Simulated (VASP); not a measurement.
Runs of VASP 6.6.1 on Ge3PdO4. The structure is that of space group Im-3m (No. 229), or close to it. The cells are those of the table. The cell was built from a structure type or drawn by symmetry, and may not be a known phase.

| task | spin | cell | k mesh | cutoff (eV) | gap on the mesh (eV) | pressure (GPa) | moment (μB) | relaxed volume (Å³/atom) |
| --- | --- | --- | --- | --- | --- | --- | --- | --- |
| relaxation of cell and atoms | off | relaxed from a = 5.535 Å, angles 109.5°, 8 atoms | 4 × 4 × 4 | 600 | none | -0.5 | - | (a) |
| relaxation of cell and atoms | off | relaxed from a = 4.977 Å, angles 109.5°, 8 atoms | 10 × 10 × 10 | 600 | none | 0.0 | - | 11.91 |
| single point | off | a = 4.977 Å, angles 109.5°, 8 atoms | 4 × 4 × 4 | 520 | none | 0.3 | - | - |
| single point | collinear | a = 5.535 Å, angles 109.5°, 8 atoms | 4 × 4 × 4 | 520 | none | -20.1 | 0.00 | - |
| single point | off | a = 4.984 Å, angles 109.5°, 8 atoms | 10 × 10 × 10 | 520 | none | 0.0 | - | - |
| single point | off | a = 5.535 Å, angles 109.5°, 8 atoms | 4 × 4 × 4 | 520 | none | -20.1 | - | - |
| single point | collinear | a = 4.977 Å, angles 109.5°, 8 atoms | 4 × 4 × 4 | 520 | none | 0.3 | 0.00 | - |

Alike in all rows: level PBE; potentials or basis VASP PAW PBE potentials, release 64 (Ge_d, Pd, O); smearing gaussian 0.1 eV.

Question: Fill in the values left out.

Answer: (a) 11.93.

Caveats: some runs use coarse meshes; the cell stands under tension (at least some runs); the volume moved by over 15 % at a fixed basis, so the end points are rough (at least some runs).

A k mesh can miss the band edges, and the runs leave out spin-orbit coupling on Ge, Pd.

A gap of «none» marks levels without a gap at the run's occupations.
